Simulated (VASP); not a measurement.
Here is a VASP 6.6.1 calculation.

File INCAR:

```
SYSTEM = Ge
PREC = Accurate
ENCUT = 520
EDIFF = 1E-6
ISMEAR = 0
SIGMA = 0.1
LREAL = .False.
LASPH = .True.
NELM = 80
ALGO = Normal
ISIF = 2
LWAVE = .False.
LCHARG = .True.
LDIPOL = .True.
IDIPOL = 3
DIPOL = 0.5 0.5 0.500
GGA = PE
IVDW = 12
LELF = .True.
LVHAR = .True.
LVACPOTAV = .True.
NBANDS = 21
```

Contents of KPOINTS:

```
regular mesh
0
Gamma
  12 12 1
  0 0 0
```

File POSCAR:

```
Ge
1.0
    3.8360000000      0.0000000000      0.0000000000
   -1.9180000000      3.3220734489      0.0000000000
    0.0000000000      0.0000000000     28.0000000000
Ge
2
Direct
    0.3333333333      0.6666666667      0.5157142857
    0.6666666667      0.3333333333      0.4842857143
```

Potentials or basis: VASP PAW PBE potentials, release 64 (Ge_d).

The run is started by

```sh
$ cat potpaw_PBE.64/Ge_d/POTCAR > POTCAR
$ mpirun -np 1 vasp_std > vasp.out
```

Task: What does it give for the dispersion energy per atom?

Result: -0.169 eV.

Task: Predict the band gap on the k mesh.

Result: Zero (band 14 reaches -2.87 eV, above the bottom of band 15 at -3.37 eV).

Task: What does it give for the largest force?

Result: 0.410 eV/Å.

Forces in eV/Å, atoms in the order of the input:
```
Ge   0.000  0.000 -0.410
Ge   0.000  0.000  0.410
```
